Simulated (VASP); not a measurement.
# SiC (F-43m) in VASP: notebook, part 3 of 4

VASP 6.6.1.

### Step 4. Relaxation of cell and atoms, PBEsol+D3(BJ) (9.93 Å³/atom)

This run uses another cell than the first one, of 9.93 Å³/atom.

Input file INCAR:

```
  ALGO = Normal
  EDIFF = 1E-7
  EDIFFG = -0.005
  ENCUT = 600
  GGA = PS
  GGA_COMPAT = False
  IBRION = 2
  ISIF = 3
  ISMEAR = -5
  IVDW = 12
  LASPH = True
  LCHARG = False
  LREAL = False
  LWAVE = False
  NELM = 120
  NELMIN = 4
  NSW = 80
  PREC = Accurate
  SIGMA = 0.05
```

Input file KPOINTS:

```
k-points
0
Gamma
  10 10 10
```

Input file POSCAR:

```
SiC
1.0
    3.0399233900      0.0000000000      0.0000000000
    1.5199616950      2.6326508813      0.0000000000
    1.5199616950      0.8775502938      2.4820870542
Si C
1 1
Direct
    0.0000000000      0.0000000000      0.0000000000
    0.7500000000      0.7500000000      0.7500000000
```

Potentials or basis: VASP PAW PBE potentials, release 64 (Si, C).

On the command line:

```
> cat potpaw_PBE.64/Si/POTCAR potpaw_PBE.64/C/POTCAR > POTCAR
> mpirun -np 1 vasp_std > vasp.out
```

OUTCAR:

```text
EDIFF = 1E-7
   EDIFFG = -0.005
   ENCUT = 600
   GGA = PS
   IBRION = 2
   ISIF = 3
   ISMEAR = -5
   IVDW = 12
   LASPH = True
   LREAL = False
   NELM = 120
   NELMIN = 4
   NSW = 80
   PREC = Accurate
 IVDW          = 12

 ion  position               nearest neighbor table
   1  0.000  0.000  0.000-   2 1.86   2 1.86   2 1.86   2 1.86
   2  0.750  0.750  0.750-   1 1.86   1 1.86   1 1.86   1 1.86

  LATTYP: Found a face centered cubic cell.
 ALAT       =     4.2991008867

  Lattice vectors:

 A1 = (   3.0399233900,   0.0000000000,   0.0000000000)
 A2 = (   1.5199616950,   2.6326508813,   0.0000000000)
 A3 = (   1.5199616950,   0.8775502938,   2.4820870542)

Analysis of symmetry for initial positions (statically):
=====================================================================
 Subroutine PRICEL returns:
 Original cell was already a primitive cell.

 Routine SETGRP: Setting up the symmetry group for a
 face centered cubic supercell.

 Subroutine GETGRP returns: Found 24 space group operations
 (whereof 24 operations were pure point group operations)
 out of a pool of 48 trial point group operations.

The static configuration has the point symmetry T_d .

Analysis of symmetry for dynamics (positions and initial velocities):
=====================================================================
 Subroutine PRICEL returns:
 Original cell was already a primitive cell.

 Routine SETGRP: Setting up the symmetry group for a
 face centered cubic supercell.

 Subroutine GETGRP returns: Found 24 space group operations
 (whereof 24 operations were pure point group operations)
 out of a pool of 48 trial point group operations.

The dynamic configuration has the point symmetry T_d .

 Subroutine INISYM returns: Found 24 space group operations
 (whereof 24 operations are pure point group operations),
 and found     1 'primitive' translations

----------------------------------------------------------------------------------------

                                     Primitive cell

  volume of cell :      19.8643

  direct lattice vectors                    reciprocal lattice vectors
     3.039923390  0.000000000  0.000000000     0.328955658 -0.189922638 -0.134295585
     1.519961695  2.632650881  0.000000000     0.000000000  0.379845276 -0.134295585
     1.519961695  0.877550294  2.482087054     0.000000000  0.000000000  0.402886755

  length of vectors
     3.039923390  3.039923390  3.039923390     0.402886755  0.402886755  0.402886755

  position of ions in fractional coordinates (direct lattice)
     0.000000000  0.000000000  0.000000000
     0.750000000  0.750000000  0.750000000

  ion indices of the primitive-cell ions
   primitive index   ion index
                 1           1
                 2           2

----------------------------------------------------------------------------------------

 KPOINTS: k-points

Automatic generation of k-mesh.
 Grid dimensions read from file:
 generate k-points for:   10   10   10

 Generating k-lattice:

  Cartesian coordinates                     Fractional coordinates (reciprocal lattice)
     0.032895566 -0.018992264 -0.013429559     0.100000000  0.000000000  0.000000000
     0.000000000  0.037984528 -0.013429559     0.000000000  0.100000000 -0.000000000
     0.000000000  0.000000000  0.040288676     0.000000000  0.000000000  0.100000000

  Length of vectors
     0.040288676  0.040288676  0.040288676

  Shift w.r.t. Gamma in fractional coordinates (k-lattice)
     0.000000000  0.000000000  0.000000000

 TETIRR: Found    148 inequivalent tetrahedra from     6000

 Subroutine IBZKPT returns following result:
 ===========================================

 Found     47 irreducible k-points:

 Following reciprocal coordinates:
            Coordinates               Weight
  0.000000  0.000000  0.000000      1.000000
  0.100000 -0.000000 -0.000000      8.000000
  0.200000 -0.000000 -0.000000      8.000000
  0.300000  0.000000  0.000000      8.000000
  0.400000  0.000000  0.000000      8.000000
  0.500000  0.000000  0.000000      4.000000
[... 16 lines left out ...]
  0.300000  0.300000  0.000000      6.000000
  0.400000  0.300000  0.000000     24.000000
 [... further k-points ...]
   k-points           NKPTS =     47   k-points in BZ     NKDIM =     47   number of bands    NBANDS=      8
   number of dos      NEDOS =    301   number of ions     NIONS =      2
   total plane-waves  NPLWV =  13824
   dimension x,y,z NGX =    24 NGY =   24 NGZ =   24
   dimension x,y,z NGXF=    48 NGYF=   48 NGZF=   48
   ions per type =               1   1
   NGX,Y,Z   is equivalent  to a cutoff of  13.13, 13.13, 13.13 a.u.
   NGXF,Y,Z  is equivalent  to a cutoff of  26.25, 26.25, 26.25 a.u.
 SYSTEM =  unknown system
   PREC   = accura    normal or accurate (medium, high low for compatibility)
   ISTART =      0    job   : 0-new  1-cont  2-samecut
   ICHARG =      2    charge: 1-file 2-atom 10-const
   ISPIN  =      1    spin polarized calculation?
   LNONCOLLINEAR =      F non collinear calculations
   LSORBIT =      F    spin-orbit coupling
   LASPH  =      T    aspherical Exc in radial PAW
   ENCUT  =  600.0 eV  44.10 Ry    6.64 a.u.   6.07  6.07  6.07*2*pi/ulx,y,z
   NELM   =    120;   NELMIN=  4; NELMDL= -5     # of ELM steps
   EDIFF  = 0.1E-06   stopping-criterion for ELM
   LREAL  =      F    real-space projection
   EDIFFG = -.5E-02   stopping-criterion for IOM
   NSW    =     80    number of steps for IOM
   IBRION =      2    ionic relax: 0-MD 1-quasi-New 2-CG
   NFREE  =      1    steps in history (QN), initial steepest desc. (CG)
   ISIF   =      3    stress and relaxation
   ISYM   =      2    0-nonsym 1-usesym 2-fastsym
   POTIM  = 0.5000    time-step for ionic-motion
   TEBEG  =    0.0;   TEEND  =   0.0 temperature during run
   PSTRESS=    0.0 pullay stress
   NELECT =       8.0000    total number of electrons
   NUPDOWN=      -1.0000    fix difference up-down
   EMIN   =  10.00;   EMAX   =-10.00  energy-range for DOS
   EFERMI =   0.00;   METHOD = LEGACY
   ISMEAR =    -5;   SIGMA  =   0.05  broadening in eV -4-tet -1-fermi 0-gaus
   EFERMI_NEDOS =   21; number of points for ismear=-14 and -15
   IALGO  =     38    algorithm
   IMIX   =      4    mixing-type and parameters
     AMIX     =   0.40;   BMIX     =  1.00
     AMIX_MAG =   1.60;   BMIX_MAG =  1.00
  volume/ion in A,a.u.               =       9.93        67.03
  Fermi-wavevector in a.u.,A,eV,Ry     =   1.208965  2.284613 19.886237  1.461597
  Thomas-Fermi vector in A             =   2.344557
   LORBIT       =      0    0 simple, 1 ext, 2 COOP (PROOUT), +10 PAW based schemes
   GGA     = PS    functional components
   LHFCALC =     F    Hartree Fock is set to
   AEXX    =    0.0000 exact exchange contribution
   IVDW    =    12    specifies the selected vdW correction
   LEPSILON=     F    determine dielectric tensor
   LRPA    =     F    only Hartree local field effects (RPA)
 conjugate gradient relaxation of ions
 non-spin polarized calculation
 Fermi weights with tetrahedron method with Bloechl corrections
  energy-cutoff  :      600.00
  volume of cell :       19.86
 maximum number of plane-waves:       678
   NGX = 13   NGY = 13   NGZ = 13

--------------------------------------- Ionic step        1  -------------------------------------------

 number of electron       7.9999999 magnetization

 Free energy of the ion-electron system (eV)
  ---------------------------------------------------
  ext. energy  EPLUGINS =         0.00000000
  ---------------------------------------------------
  free energy    TOTEN  =       -15.89064939 eV

  energy without entropy =      -15.89064939  energy(sigma->0) =      -15.89064939

------------------------ aborting loop because EDIFF is reached ----------------------------------------

 Edisp (eV)   -0.50400

 E8    (eV) :    -0.2995
[... 71 lines left out ...]
--------------------------------------- Ionic step        3  -------------------------------------------

 number of electron       8.0000000 magnetization

 Free energy of the ion-electron system (eV)
  ---------------------------------------------------
  ext. energy  EPLUGINS =         0.00000000
  ---------------------------------------------------
  free energy    TOTEN  =       -15.91112088 eV

  energy without entropy =      -15.91112088  energy(sigma->0) =      -15.91112088

 E-fermi :   8.3186     XC(G=0): -11.5776

 val. band max:        8.2465711244   @ k =   0.0000   0.0000   0.0000
 cond. band min:       9.4651475106   @ k =   0.5000   0.5000   0.0000
 fundamental gap:      1.2185763862
 Fermi energy:         8.3186415247

 k-point     1 :       0.0000    0.0000    0.0000
  band No.  band energies     occupation
      1      -7.3109      2.00000
      2       8.2466      2.00000
      3       8.2466      2.00000
      4       8.2466      2.00000
      5      14.6297      0.00000
      6      15.6065      0.00000
      7      15.6065      0.00000
      8      15.6065      0.00000
[... 243 lines left out ...]
 k-point    24 :       0.4000    0.3000    0.0000
  band No.  band energies     occupation
      1      -4.1065      2.00000
      2       2.6410      2.00000
      3       5.0289      2.00000
      4       5.5738      2.00000
      5      11.0157      0.00000
      6      13.8282      0.00000
      7      19.9816      0.00000
      8      20.2689      0.00000

 [... further k-points ...]

------------------------ aborting loop because EDIFF is reached ----------------------------------------

 Edisp (eV)   -0.49188

 E8    (eV) :    -0.2922
[... 25 lines left out ...]
  FREE ENERGIE OF THE ION-ELECTRON SYSTEM (eV)
  ---------------------------------------------------
  free  energy   TOTEN  =       -16.4029980257 eV

  energy  without entropy=      -16.4029980257  energy(sigma->0) =      -16.40299803

 reached required accuracy - stopping structural energy minimisation
```

OSZICAR:

```text
N       E                     dE             d eps       ncg     rms          rms(c)
DAV:   1     0.665144091771E+01    0.66514E+01   -0.45674E+03   784   0.958E+02
DAV:   2    -0.173701442819E+02   -0.24022E+02   -0.23681E+02  1080   0.118E+02
DAV:   3    -0.178043306441E+02   -0.43419E+00   -0.43419E+00   872   0.192E+01
DAV:   4    -0.178054196368E+02   -0.10890E-02   -0.10890E-02  1208   0.107E+00
[... 24 lines left out ...]
DAV:   4    -0.159111220688E+02    0.11579E-03   -0.17440E-04   856   0.807E-02    0.285E-02
DAV:   5    -0.159111205787E+02    0.14901E-05   -0.45478E-06  1064   0.174E-02    0.169E-02
DAV:   6    -0.159111212024E+02   -0.62371E-06   -0.26430E-07   864   0.433E-03    0.289E-03
DAV:   7    -0.159111209322E+02    0.27023E-06   -0.75819E-08   456   0.179E-03    0.106E-03
DAV:   8    -0.159111208833E+02    0.48890E-07   -0.62978E-09   408   0.657E-04
   3 F= -.16402998E+02 E0= -.16402998E+02  d E =-.834785E-02
```

CONTCAR:

```text
SiC
   1.00000000000000
     3.0643028639085390    0.0000000000000000    0.0000000000000000
     1.5321514319542695    2.6537641250357304    0.0000000000002835
     1.5321514319542695    0.8845880417124449    2.5019928112908190
  Si              C
     1     1
Direct
     0.0000000000000000    0.0000000000000000    0.0000000000000000
     0.7500000000000000    0.7500000000000000    0.7500000000000000

  0.00000000E+00  0.00000000E+00  0.00000000E+00
  0.00000000E+00  0.00000000E+00  0.00000000E+00
```

Run time: 23 s. Hardware: 1 thread of Intel Xeon 8259CL, shared host; peak memory 0.15 GiB.

What came out:

```
Free energy                           : -16.4030 eV
Relaxed volume                        : 10.17 Å³/atom
Relaxed cell                          : a = 3.064 Å, b = 3.064 Å, c = 3.064 Å, α = 60.00°, β = 60.00°, γ = 60.00°
Space group after relaxing (to 0.1 Å) : F-43m (No. 216)
Energy gained by relaxing             : 4.2 meV/atom
Ionic steps                           : 3
Pressure after relaxing               : 0.0 GPa
Band gap on the k mesh                : 1.22 eV (least direct gap 4.46 eV)
Dispersion energy per atom            : -0.246 eV
```

The path:
| step | energy change (eV) | largest force (eV/Å) | pressure (GPa) | volume (Å³) |
| --- | --- | --- | --- | --- |
| 1 | 0.0000 | 0.0000 | 5.69 | 19.86 |
| 2 | 0.0019 | 0.0000 | -5.79 | 20.90 |
| 3 | -0.0083 | 0.0000 | -0.02 | 20.35 |

Final structure:
```yaml
crystal:
  lattice:
    - [3.06430, 0.00000, 0.00000]
    - [1.53215, 2.65376, 0.00000]
    - [1.53215, 0.88459, 2.50199]
  atoms:
    - { symbol: Si, position: [0.00000, 0.00000, 0.00000] }
    - { symbol: C, position: [0.75000, 0.75000, 0.75000] }
```

Caveat: the PAW data sets were made with another functional, which shifts forces and pressure a little. Zero-point motion and thermal expansion aren't in these numbers.

[end of part 3 of 4]
